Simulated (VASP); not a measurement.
Wanted: the native input for a VASP 6.6.1 run.

```
Task                   : single point
Functional             : LDA
Potentials or basis    : VASP PAW LDA potentials, release 64 (Al)
Cutoff                 : 500 eV
k mesh                 : 22 × 22 × 12
Occupations            : gaussian, width 0.15 eV
Spin                   : no spin polarisation
Dipole correction      : no
Mended                 : yes
Further INCAR settings : ALGO = Normal; EDIFF = 1e-06; NBANDS = 10
```

The structure of Al lies in POSCAR:

```
Al
1.0
    2.7394000000      0.0000000000      0.0000000000
   -1.3697000000      2.3723899911      0.0000000000
    0.0000000000      0.0000000000      4.9205000000
Al
2
Direct
    0.6666666667      0.3333333333      0.7500000000
    0.3333333333      0.6666666667      0.2500000000
```

This isn't the form of Al at room conditions, which is fcc.

These files were run (other wordings do the same):

INCAR

```
PREC = Accurate ; ENCUT = 500
EDIFF = 1E-6 ; ISMEAR = 0
SIGMA = 0.15 ; LREAL = False
LASPH = True ; NELM = 120
ALGO = Normal ; ISIF = 2
LWAVE = False ; LCHARG = False
NBANDS = 10 ; GGA_COMPAT = False
```

KPOINTS

```
regular mesh
0
Gamma
  22 22 12
```

Potentials or basis: VASP PAW LDA potentials, release 64 (Al).

Run with:

```sh
$ cat potpaw_LDA.64/Al/POTCAR > POTCAR
$ mpirun -np 1 vasp_std > vasp.out
```

Results of the run:

```yaml
Pressure: 0.7 GPa
Band_gap_on_the_k_mesh: zero (bands 3 and 4 overlap by 6.45 eV)
```

It took 32 s on 1 thread of Intel(R) Xeon(R) Platinum 8488C (Sapphire Rapids), on a shared host, peak memory 0.19 GiB.
